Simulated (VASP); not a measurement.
Wanted: the native input for a VASP 6.6.1 run.

```yaml
Task: single point
Functional: PBE
Potentials_or_basis: VASP PAW PBE potentials, release 64 (Sn_d, Ge_d, Se)
Cutoff: 520 eV
k_mesh: 4 × 4 × 2
Occupations: gaussian, width 0.1 eV
Spin: no spin polarisation
Dipole_correction: no
Further_INCAR_settings: ALGO = Normal; EDIFF = 1e-06; NBANDS = 50
```

The structure of SnGe3Se4 lies in POSCAR:

```
SnGe3Se4
1.0
    4.1279365000      0.0000000000      0.0000000000
    0.0000000000      5.8377837800      0.0000000000
    0.0000000000      0.0000000000      8.2558729900
Sn Ge Se
1 3 4
Direct
    0.5000000000      0.5000000000      0.0000000000
    0.0000000000      0.0000000000      0.7500000000
    0.0000000000      0.0000000000      0.2500000000
    0.5000000000      0.5000000000      0.5000000000
    0.0000000000      0.5000000000      0.7500000000
    0.5000000000      0.0000000000      0.0000000000
    0.0000000000      0.5000000000      0.2500000000
    0.5000000000      0.0000000000      0.5000000000
```

These files were run (other wordings do the same):

INCAR

```
SYSTEM = SnGe3Se4
PREC = Accurate
ENCUT = 520
EDIFF = 1E-6
ISMEAR = 0
SIGMA = 0.1
LREAL = .False.
LASPH = .True.
NELM = 80
ALGO = Normal
ISIF = 2
LWAVE = .False.
LCHARG = .False.
GGA = PE
NBANDS = 50
```

KPOINTS

```
regular mesh
0
Gamma
  4 4 2
  0 0 0
```

Potentials or basis: VASP PAW PBE potentials, release 64 (Sn_d, Ge_d, Se).

Launch:

```console
$ cat potpaw_PBE.64/Sn_d/POTCAR potpaw_PBE.64/Ge_d/POTCAR potpaw_PBE.64/Se/POTCAR > POTCAR
$ mpirun -np 1 vasp_std > vasp.out
```

Results of the run:

```json
{
  "Pressure": "-2.0 GPa",
  "Largest force": "0.535 eV/Å",
  "Band gap on the k mesh": "0.01 eV"
}
```

Caveat: spin-orbit coupling is left out, which moves the levels of the heavy elements.

Wall time 5.1 min on 1 thread of AMD EPYC 7R13, on a shared host, peak memory 0.41 GiB.
